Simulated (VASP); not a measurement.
Input of a VASP 6.6.1 run:

File INCAR:

```
SYSTEM = Cd
PREC = Accurate
ENCUT = 520
EDIFF = 1E-7
ISMEAR = -1
SIGMA = 0.1
LREAL = .False.
LASPH = .True.
NELM = 80
ALGO = Normal
ISIF = 2
LWAVE = .False.
LCHARG = .True.
GGA = RE
LELF = .True.
LVHAR = .True.
NBANDS = 12
```

Contents of KPOINTS:

```
regular mesh
0
Gamma
  14 14 14
  0 0 0
```

File POSCAR:

```
Cd
1.0
   -1.7531775332      1.7531775332      1.7531775332
    1.7531775332     -1.7531775332      1.7531775332
    1.7531775332      1.7531775332     -1.7531775332
Cd
1
Direct
    0.0000000000      0.0000000000      0.0000000000
```

Potentials or basis: VASP PAW PBE potentials, release 64 (Cd).

Command:

```bash
$ cat potpaw_PBE.64/Cd/POTCAR > POTCAR
$ mpirun -np 1 vasp_std > vasp.out
```

Task: Estimate the band gap on the k mesh.

Result: Zero (band 6 reaches 6.59 eV, above the bottom of band 7 at 2.25 eV).

Task: Predict the pressure.

Result: 6.0 GPa.

Caveat: the PAW data sets were made with another functional, which shifts forces and pressure a little.
